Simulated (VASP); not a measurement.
Write the native input for VASP 6.6.1 that does the following.

* Task: single point
* Functional: PBE
* Potentials or basis: VASP PAW PBE potentials, release 64 (K_sv, Nb_sv)
* Cutoff: 520 eV
* k mesh: 24 × 24 × 8
* Occupations: gaussian, width 0.1 eV
* Spin: no spin polarisation
* Dipole correction: no
* Further INCAR settings: ALGO = Fast; EDIFF = 1e-07; NBANDS = 18

The structure of KNb lies in POSCAR:

```
KNb
1.0
    2.9828408507      0.0000000000      0.0000000000
   -1.4914204254      2.5832159521      0.0000000000
    0.0000000000      0.0000000000      6.6529981423
K Nb
1 1
Direct
    0.0000000000      0.0000000000      0.0000000000
    0.6666666667      0.3333333333      0.5000000000
```

These files were run (other wordings do the same):

INCAR

```
  PREC = Accurate
  ENCUT = 520
  EDIFF = 1E-7
  ISMEAR = 0
  SIGMA = 0.1
  LREAL = F
  LASPH = T
  NELM = 60
  ALGO = Fast
  ISIF = 2
  LWAVE = F
  LCHARG = F
  GGA = PE
  NBANDS = 18
```

KPOINTS

```
Automatic mesh
0
Gamma
  24 24 8
```

Potentials or basis: VASP PAW PBE potentials, release 64 (K_sv, Nb_sv).

Launch:

```console
$ cat potpaw_PBE.64/K_sv/POTCAR potpaw_PBE.64/Nb_sv/POTCAR > POTCAR
$ mpirun -np 1 vasp_std > vasp.out
```

It gave:

* Pressure: 0.0 GPa
* Band gap on the k mesh: zero (bands 11 and 12 overlap by 1.10 eV)

Wall time 13 min on 1 thread of Intel(R) Xeon(R) Platinum 8375C CPU @ 2.90GHz (Ice Lake), with other jobs on the host, peak memory 0.4 GiB.
